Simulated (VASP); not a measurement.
Write the native input for VASP 6.6.1 that does the following.

```
Task                   : single point
Functional             : PBE
Dispersion             : D3(BJ)
Potentials or basis    : VASP PAW PBE potentials, release 64 (Si)
Cutoff                 : 500 eV
k mesh                 : 10 × 10 × 10
Occupations            : gaussian, width 0.02 eV
Spin                   : no spin polarisation
Dipole correction      : no
Further INCAR settings : ALGO = Normal; EDIFF = 1e-06; NBANDS = 11
```

The structure of Si lies in POSCAR:

```
Si
1.0
    0.0000000000      2.7105616046      2.7105616046
    2.7105616046      0.0000000000      2.7105616046
    2.7105616046      2.7105616046      0.0000000000
Si
2
Direct
    0.5000000000      0.5000000000      0.5000000000
    0.7500000000      0.7500000000      0.7500000000
```

These files were run (other wordings do the same):

INCAR

```
SYSTEM = Si
PREC = Accurate ; ENCUT = 500
EDIFF = 1E-6 ; ISMEAR = 0
SIGMA = 0.02 ; LREAL = .FALSE.
LASPH = .TRUE. ; NELM = 120
ALGO = Normal ; ISIF = 2
LWAVE = .FALSE. ; LCHARG = .FALSE.
GGA = PE ; IVDW = 12
NBANDS = 11 ; GGA_COMPAT = .FALSE.
```

KPOINTS

```
regular mesh
0
G
  10 10 10
  0 0 0
```

Potentials or basis: VASP PAW PBE potentials, release 64 (Si).

Command:

```sh
$ cat potpaw_PBE.64/Si/POTCAR > POTCAR
$ mpirun -np 1 vasp_std > vasp.out
```

Results of the run:

| Item | Value |
| --- | --- |
| Pressure | -0.1 GPa |
| Band gap on the k mesh | 0.57 eV (least direct gap 2.57 eV) |
| Dispersion energy per atom | -0.316 eV |

It took 14 s on 1 thread of Intel Xeon 8259CL, on a shared host, peak memory 0.16 GiB.
